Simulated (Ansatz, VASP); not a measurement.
## One calculation of Zr2O, two programs

```
CELL_PARAMETERS angstrom
3.17406 0.00000 0.00000
-1.58703 2.74881 0.00000
0.00000 0.00000 10.91208
ATOMIC_POSITIONS crystal
Zr 0.66667 0.33333 0.88592
Zr 0.33333 0.66667 0.38592
Zr 0.66667 0.33333 0.61408
Zr 0.33333 0.66667 0.11408
O 0.00000 0.00000 0.75000
O 0.00000 0.00000 0.25000
```

Alike in both runs: functional PBEsol; k mesh 12 × 12 × 4; occupations gaussian, width 0.1 eV; no spin polarisation.

Ansatz relaxed the structure, and its values are those at the end. VASP's run is a single point on that final structure, the one shown.

```csv
,VASP,Ansatz
version,VASP 6.6.1,Ansatz 0.2.0
potentials or method,"VASP PAW PBE potentials, release 64 (Zr_sv, O), cutoff 520 eV","scalar-relativistic, plane waves, PAW"
valence electrons in the cell,60,60
```

VASP gave:

```
gap on the k mesh at the Fermi level (eV) : none
pressure (GPa)                            : 0.2
rms of the force components (eV/Å)        : 0.011
```

What did Ansatz give for the same quantities?

gap on the k mesh at the Fermi level (eV): none; pressure (GPa): 0.0; rms of the force components (eV/Å): 0.000.

VASP's potentials were made for PBE, not for PBEsol. A gap of «none» marks a metal or a gap that the smearing closes.
